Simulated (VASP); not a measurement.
Here is a VASP 6.6.1 calculation.

File INCAR:

```
PREC = Accurate ; ENCUT = 520
EDIFF = 1E-6 ; ISMEAR = -1
SIGMA = 0.08 ; LREAL = F
LASPH = T ; NELM = 100
ALGO = Normal ; ISIF = 2
LWAVE = F ; LCHARG = F
GGA = PE ; NBANDS = 23
```

Contents of KPOINTS:

```
regular mesh
0
Gamma
  10 10 6
```

POSCAR

```
HfN
1.0
    2.9689772086      0.0000000000      0.0000000000
   -1.4844886043      2.5712096859      0.0000000000
    0.0000000000      0.0000000000      5.4450149425
Hf N
2 2
Direct
    0.0000000000      0.0000000000      0.0000000000
    0.0000000000      0.0000000000      0.5000000000
    0.3333333333      0.6666666667      0.2500000000
    0.6666666667      0.3333333333      0.7500000000
```

Potentials or basis: VASP PAW PBE potentials, release 64 (Hf_pv, N).

Launch:

```bash
$ cat potpaw_PBE.64/Hf_pv/POTCAR potpaw_PBE.64/N/POTCAR > POTCAR
$ mpirun -np 1 vasp_std > vasp.out
```

(1) What does it give for the band gap on the k mesh?

(2) Predict the pressure.

Answers

(1) zero (band 15 reaches 9.93 eV, above the bottom of band 16 at 8.12 eV).

(2) 52.5 GPa.

Caveat: spin-orbit coupling is left out, which moves the levels of the heavy elements.
